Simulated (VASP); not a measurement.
# GaN (P4/mmm) in VASP: single point with r2SCAN

Aim: the single point of GaN with r2SCAN.

All numbers are computed with VASP 6.6.1; they aren't measurements. Logs are shortened: lines on timing, memory, paths and dates and some standing lists are left out, and cuts for length are marked.

## (1) The cell of the first run

The structure is tetragonal, space group P4/mmm (No. 123). Conventional cell: a = 2.672 Å, b = 2.672 Å, c = 2.755 Å, α = 90.00°, β = 90.00°, γ = 90.00°. Ga (site symmetry 4/mmm) has 8 N at 2.34 Å and 6 Ga at 2.67 to 2.75 Å within 3.1 Å. Within 3.1 Å of N (site symmetry 4/mmm) lie 8 Ga at 2.34 Å and 6 N at 2.67 to 2.75 Å.

## (2) Single point, r2SCAN, collinear spin, ferromagnetic start

Input file POSCAR:

```
GaN
1.0
    2.6717835965      0.0000000000      0.0000000000
    0.0000000000      2.6717835965      0.0000000000
    0.0000000000      0.0000000000      2.7548896662
Ga N
1 1
Direct
    0.5000000000      0.5000000000      0.5000000000
    0.0000000000      0.0000000000      0.0000000000
```

Input file INCAR.step1:

```
PREC = Accurate
ENCUT = 520
ISMEAR = 0
SIGMA = 0.1
LREAL = F
LASPH = T
NELM = 150
ISPIN = 2
MAGMOM = 0 0.63
NBANDS = 20
GGA = PE
ALGO = Normal
EDIFF = 1E-4
LWAVE = T
LCHARG = F
```

Input file INCAR.step2:

```
PREC = Accurate
ENCUT = 520
EDIFF = 1E-6
ISMEAR = 0
SIGMA = 0.1
LREAL = F
LASPH = T
NELM = 150
ALGO = Normal
ISIF = 2
LWAVE = F
LCHARG = F
ISPIN = 2
MAGMOM = 0 0.63
LORBIT = 11
METAGGA = R2SCAN
LMIXTAU = T
NBANDS = 20
ISTART = 1
```

Input file KPOINTS:

```
regular mesh
0
Gamma
  6 6 6
```

Potentials or basis: VASP PAW PBE potentials, release 64 (Ga_d, N).

Command:

```bash
$ cat potpaw_PBE.64/Ga_d/POTCAR potpaw_PBE.64/N/POTCAR > POTCAR
$ cp INCAR.step1 INCAR
$ mpirun -np 1 vasp_std > vasp.out
$ cp INCAR.step2 INCAR
$ mpirun -np 1 vasp_std > vasp.out
```

OUTCAR:

```text
PREC = Accurate
   ENCUT = 520
   EDIFF = 1E-6
   ISMEAR = 0
   LREAL = F
   LASPH = T
   NELM = 150
   ISIF = 2
   ISPIN = 2
   LORBIT = 11
   METAGGA = R2SCAN
   ISTART = 1

 ion  position               nearest neighbor table
   1  0.500  0.500  0.500-   2 2.34   2 2.34   2 2.34   2 2.34   2 2.34   2 2.34   2 2.34   2 2.34

   2  0.000  0.000  0.000-   1 2.34   1 2.34   1 2.34   1 2.34   1 2.34   1 2.34   1 2.34   1 2.34

  LATTYP: Found a simple tetragonal cell.
 ALAT       =     2.6717835965
 C/A-ratio  =     1.0311050902

  Lattice vectors:

 A1 = (   2.6717835965,   0.0000000000,   0.0000000000)
 A2 = (   0.0000000000,   2.6717835965,   0.0000000000)
 A3 = (   0.0000000000,   0.0000000000,   2.7548896662)

Analysis of symmetry for initial positions (statically):
=====================================================================
 Subroutine PRICEL returns:
 Original cell was already a primitive cell.

 Routine SETGRP: Setting up the symmetry group for a
 simple tetragonal supercell.

 Subroutine GETGRP returns: Found 16 space group operations
 (whereof 16 operations were pure point group operations)
 out of a pool of 16 trial point group operations.

The static configuration has the point symmetry D_4h.

Analysis of symmetry for dynamics (positions and initial velocities):
=====================================================================
 Subroutine PRICEL returns:
 Original cell was already a primitive cell.

 Routine SETGRP: Setting up the symmetry group for a
 simple tetragonal supercell.

 Subroutine GETGRP returns: Found 16 space group operations
 (whereof 16 operations were pure point group operations)
 out of a pool of 16 trial point group operations.

The dynamic configuration has the point symmetry D_4h.

Analysis of structural, dynamic, and magnetic symmetry:
=====================================================================
 Subroutine PRICEL returns:
 Original cell was already a primitive cell.

 Routine SETGRP: Setting up the symmetry group for a
 simple tetragonal supercell.

 Subroutine GETGRP returns: Found 16 space group operations
 (whereof 16 operations were pure point group operations)
 out of a pool of 16 trial point group operations.

The overall configuration has the point symmetry D_4h.

 Subroutine INISYM returns: Found 16 space group operations
 (whereof 16 operations are pure point group operations),
 and found     1 'primitive' translations

----------------------------------------------------------------------------------------

                                     Primitive cell

  volume of cell :      19.6656

  direct lattice vectors                    reciprocal lattice vectors
     2.671783597  0.000000000  0.000000000     0.374281810  0.000000000  0.000000000
     0.000000000  2.671783597  0.000000000     0.000000000  0.374281810  0.000000000
     0.000000000  0.000000000  2.754889666     0.000000000  0.000000000  0.362990944

  length of vectors
     2.671783597  2.671783597  2.754889666     0.374281810  0.374281810  0.362990944

  position of ions in fractional coordinates (direct lattice)
     0.500000000  0.500000000  0.500000000
     0.000000000  0.000000000  0.000000000

  ion indices of the primitive-cell ions
   primitive index   ion index
                 1           1
                 2           2

----------------------------------------------------------------------------------------

 KPOINTS: regular mesh

Automatic generation of k-mesh.
 Grid dimensions read from file:
 generate k-points for:    6    6    6

 Generating k-lattice:

  Cartesian coordinates                     Fractional coordinates (reciprocal lattice)
     0.062380302  0.000000000  0.000000000     0.166666667  0.000000000  0.000000000
     0.000000000  0.062380302  0.000000000     0.000000000  0.166666667  0.000000000
     0.000000000  0.000000000  0.060498491     0.000000000  0.000000000  0.166666667

  Length of vectors
     0.062380302  0.062380302  0.060498491

  Shift w.r.t. Gamma in fractional coordinates (k-lattice)
     0.000000000  0.000000000  0.000000000

 Subroutine IBZKPT returns following result:
 ===========================================

 Found     40 irreducible k-points:

 Following reciprocal coordinates:
            Coordinates               Weight
  0.000000  0.000000  0.000000      1.000000
  0.166667  0.000000  0.000000      4.000000
  0.333333  0.000000  0.000000      4.000000
  0.500000  0.000000  0.000000      2.000000
  0.166667  0.166667  0.000000      4.000000
  0.333333  0.166667  0.000000      8.000000
[... 16 lines left out ...]
  0.333333  0.000000  0.333333      8.000000
  0.500000  0.000000  0.333333      4.000000
 [... further k-points ...]
   k-points           NKPTS =     40   k-points in BZ     NKDIM =     40   number of bands    NBANDS=     20
   number of dos      NEDOS =    301   number of ions     NIONS =      2
   total plane-waves  NPLWV =   8000
   dimension x,y,z NGX =    20 NGY =   20 NGZ =   20
   dimension x,y,z NGXF=    40 NGYF=   40 NGZF=   40
   ions per type =               1   1
   NGX,Y,Z   is equivalent  to a cutoff of  12.44, 12.44, 12.07 a.u.
   NGXF,Y,Z  is equivalent  to a cutoff of  24.89, 24.89, 24.14 a.u.
 SYSTEM =  unknown system
   PREC   = accura    normal or accurate (medium, high low for compatibility)
   ISTART =      1    job   : 0-new  1-cont  2-samecut
   ICHARG =      0    charge: 1-file 2-atom 10-const
   ISPIN  =      2    spin polarized calculation?
   LNONCOLLINEAR =      F non collinear calculations
   LSORBIT =      F    spin-orbit coupling
   LASPH  =      T    aspherical Exc in radial PAW
   ENCUT  =  520.0 eV  38.22 Ry    6.18 a.u.   4.97  4.97  5.12*2*pi/ulx,y,z
   NELM   =    150;   NELMIN=  2; NELMDL=  0     # of ELM steps
   EDIFF  = 0.1E-05   stopping-criterion for ELM
   LREAL  =      F    real-space projection
   EDIFFG = 0.1E-04   stopping-criterion for IOM
   NSW    =      0    number of steps for IOM
   IBRION =     -1    ionic relax: 0-MD 1-quasi-New 2-CG
   NFREE  =      0    steps in history (QN), initial steepest desc. (CG)
   ISIF   =      2    stress and relaxation
   ISYM   =      2    0-nonsym 1-usesym 2-fastsym
   POTIM  = 0.5000    time-step for ionic-motion
   TEBEG  =    0.0;   TEEND  =   0.0 temperature during run
   PSTRESS=    0.0 pullay stress
   NELECT =      18.0000    total number of electrons
   NUPDOWN=      -1.0000    fix difference up-down
   EMIN   =  10.00;   EMAX   =-10.00  energy-range for DOS
   EFERMI =   0.00;   METHOD = LEGACY
   ISMEAR =     0;   SIGMA  =   0.10  broadening in eV -4-tet -1-fermi 0-gaus
   EFERMI_NEDOS =   21; number of points for ismear=-14 and -15
   IALGO  =     38    algorithm
   IMIX   =      4    mixing-type and parameters
     AMIX     =   0.40;   BMIX     =  1.00
     AMIX_MAG =   1.60;   BMIX_MAG =  1.00
  volume/ion in A,a.u.               =       9.83        66.35
  Fermi-wavevector in a.u.,A,eV,Ry     =   1.589511  3.003739 34.375714  2.526544
  Thomas-Fermi vector in A             =   2.688349
   LORBIT       =     11    0 simple, 1 ext, 2 COOP (PROOUT), +10 PAW based schemes
   METAGGA = R2SCAN    functional components
   LHFCALC =     F    Hartree Fock is set to
   AEXX    =    0.0000 exact exchange contribution
   IVDW    =     0    specifies the selected vdW correction
   LEPSILON=     F    determine dielectric tensor
   LRPA    =     F    only Hartree local field effects (RPA)
 spin polarized calculation
 Gauss-broadening in eV      SIGMA  =   0.10
  energy-cutoff  :      520.00
  volume of cell :       19.67
 maximum number of plane-waves:       544
 NGX is ok and might be reduce to    20
   NGX =  9   NGY =  9   NGZ = 11

 number of electron      18.0000001 magnetization       0.0001021

 Free energy of the ion-electron system (eV)
  ---------------------------------------------------
  ext. energy  EPLUGINS =         0.00000000
  ---------------------------------------------------
  free energy    TOTEN  =       -18.27015350 eV

  energy without entropy =      -18.26466770  energy(sigma->0) =      -18.26741060

 E-fermi :   8.3229     XC(G=0): -14.1414

 val. band max:        8.2986050623   @ k =   0.5000   0.3333   0.0000
 cond. band min:       8.3842969676   @ k =   0.5000   0.0000   0.0000
 fundamental gap:      0.0856919053
 Fermi energy:         8.3228688473

 spin component 1

 k-point     1 :       0.0000    0.0000    0.0000
  band No.  band energies     occupation
      1     -10.2376      1.00000
      2      -7.9476      1.00000
      3      -7.8948      1.00000
      4      -7.3766      1.00000
      5      -7.3766      1.00000
      6      -7.3590      1.00000
[... 12 lines left out ...]
     19      37.7277      0.00000
     20      37.7831      0.00000

 k-point     2 :       0.1667    0.0000    0.0000
  band No.  band energies     occupation
      1      -9.7825      1.00000
      2      -7.9043      1.00000
      3      -7.8308      1.00000
      4      -7.4340      1.00000
      5      -7.4114      1.00000
      6      -7.3718      1.00000
[... 12 lines left out ...]
     19      36.9051      0.00000
     20      39.2438      0.00000

 k-point     3 :       0.3333    0.0000    0.0000
  band No.  band energies     occupation
      1      -8.5966      1.00000
      2      -7.8718      1.00000
      3      -7.6478      1.00000
      4      -7.5459      1.00000
      5      -7.5140      1.00000
      6      -7.3623      1.00000
[... 12 lines left out ...]
     19      37.9519      0.00000
     20      39.3967      0.00000

 k-point     4 :       0.5000    0.0000    0.0000
  band No.  band energies     occupation
      1      -7.8595      1.00000
      2      -7.6345      1.00000
      3      -7.6305      1.00000
      4      -7.6004      1.00000
      5      -7.5642      1.00000
      6      -7.3576      1.00000
[... 429 lines left out ...]
 k-point    23 :       0.3333    0.0000    0.3333
  band No.  band energies     occupation
      1      -8.5378      1.00000
      2      -7.7935      1.00000
      3      -7.4846      1.00000
      4      -7.4622      1.00000
      5      -7.4381      1.00000
      6      -6.2468      1.00000
[... 12 lines left out ...]
     19      36.2330      0.00000
     20      36.6303      0.00000

 k-point    24 :       0.5000    0.0000    0.3333
  band No.  band energies     occupation
      1      -8.5468      1.00000
      2      -7.7681      1.00000
      3      -7.5237      1.00000
      4      -7.4533      1.00000
      5      -7.3359      1.00000
      6      -5.4286      1.00000
[... 12 lines left out ...]
     19      35.7788      0.00000
     20      39.8326      0.00000

 [... further k-points ...]

 spin component 2

 k-point     1 :       0.0000    0.0000    0.0000
  band No.  band energies     occupation
      1     -10.2375      1.00000
      2      -7.9476      1.00000
      3      -7.8948      1.00000
      4      -7.3766      1.00000
      5      -7.3766      1.00000
      6      -7.3590      1.00000
[... 12 lines left out ...]
     19      37.7368      0.00000
     20      37.7831      0.00000

 k-point     2 :       0.1667    0.0000    0.0000
  band No.  band energies     occupation
      1      -9.7823      1.00000
      2      -7.9043      1.00000
      3      -7.8308      1.00000
      4      -7.4340      1.00000
      5      -7.4114      1.00000
      6      -7.3718      1.00000
[... 12 lines left out ...]
     19      36.9052      0.00000
     20      39.2438      0.00000

 k-point     3 :       0.3333    0.0000    0.0000
  band No.  band energies     occupation
      1      -8.5964      1.00000
      2      -7.8718      1.00000
      3      -7.6478      1.00000
      4      -7.5459      1.00000
      5      -7.5140      1.00000
      6      -7.3623      1.00000
[... 12 lines left out ...]
     19      37.9520      0.00000
     20      39.3967      0.00000

 k-point     4 :       0.5000    0.0000    0.0000
  band No.  band energies     occupation
      1      -7.8595      1.00000
      2      -7.6345      1.00000
      3      -7.6303      1.00000
      4      -7.6004      1.00000
      5      -7.5642      1.00000
      6      -7.3576      1.00000
[... 429 lines left out ...]
 k-point    23 :       0.3333    0.0000    0.3333
  band No.  band energies     occupation
      1      -8.5378      1.00000
      2      -7.7935      1.00000
      3      -7.4846      1.00000
      4      -7.4622      1.00000
      5      -7.4381      1.00000
      6      -6.2467      1.00000
[... 12 lines left out ...]
     19      36.2330      0.00000
     20      36.6303      0.00000

 k-point    24 :       0.5000    0.0000    0.3333
  band No.  band energies     occupation
      1      -8.5467      1.00000
      2      -7.7681      1.00000
      3      -7.5237      1.00000
      4      -7.4533      1.00000
      5      -7.3359      1.00000
      6      -5.4285      1.00000
[... 12 lines left out ...]
     19      35.7788      0.00000
     20      39.8326      0.00000

 [... further k-points ...]
[... 5 lines left out ...]
  --------------------------------------------------------------------------------------
  -------------------------------------------------------------------------------------
  Total        0.0314503      0.0314503      0.0789792      0.0000000     -0.0000000      0.0000000
  in kB        2.5622915      2.5622915      6.4345251      0.0000000     -0.0000000      0.0000000
  external PRESSURE =       3.8530360 kB  Pullay stress =       0.0000000 kB

 VOLUME and BASIS-vectors are now :
 -----------------------------------------------------------------------------
  energy-cutoff  :      520.00
  volume of cell :       19.67
      direct lattice vectors                 reciprocal lattice vectors
     2.671783597  0.000000000  0.000000000     0.374281810  0.000000000  0.000000000
     0.000000000  2.671783597  0.000000000     0.000000000  0.374281810  0.000000000
     0.000000000  0.000000000  2.754889666     0.000000000  0.000000000  0.362990944

 POSITION                                       TOTAL-FORCE (eV/Angst)
 -----------------------------------------------------------------------------------
      1.33589      1.33589      1.37744         0.000000      0.000000      0.000000
      0.00000      0.00000      0.00000         0.000000      0.000000      0.000000
 -----------------------------------------------------------------------------------
    total drift:                               -0.000000      0.000000     -0.000000

  FREE ENERGIE OF THE ION-ELECTRON SYSTEM (eV)
  ---------------------------------------------------
  free  energy   TOTEN  =       -18.2701534953 eV

  energy  without entropy=      -18.2646676995  energy(sigma->0) =      -18.26741060

 total charge

# of ion       s       p       d       tot
------------------------------------------
    1        0.764   0.593  10.111  11.468
    2        1.314   2.301   0.000   3.615
--------------------------------------------------
tot          2.078   2.894  10.111  15.083

 magnetization (x)

# of ion       s       p       d       tot
------------------------------------------
    1       -0.000  -0.000   0.000  -0.000
    2        0.000   0.000   0.000   0.000
--------------------------------------------------
tot         -0.000   0.000   0.000   0.000
```

Wall time 32 s (1 thread of Intel Xeon 6975P-C (Granite Rapids), shared host); peak memory 0.15 GiB.

Results:

* Free energy: -18.2702 eV
* Pressure: 0.4 GPa
* Band gap on the k mesh: zero (filled and empty bands overlap)
* Net moment: 0.00 μB per cell
* Valence electrons inside the program's atomic spheres: Ga 11.47; N 3.62

Stress tensor (GPa, compression positive):
```
0.26 0.00 0.00
0.00 0.26 0.00
0.00 0.00 0.64
```

Caveat: the k points lie up to 0.39 Å⁻¹ apart, too coarse for converged energies and pressures of a metal; the PAW data sets were made with another functional, which shifts forces and pressure a little.
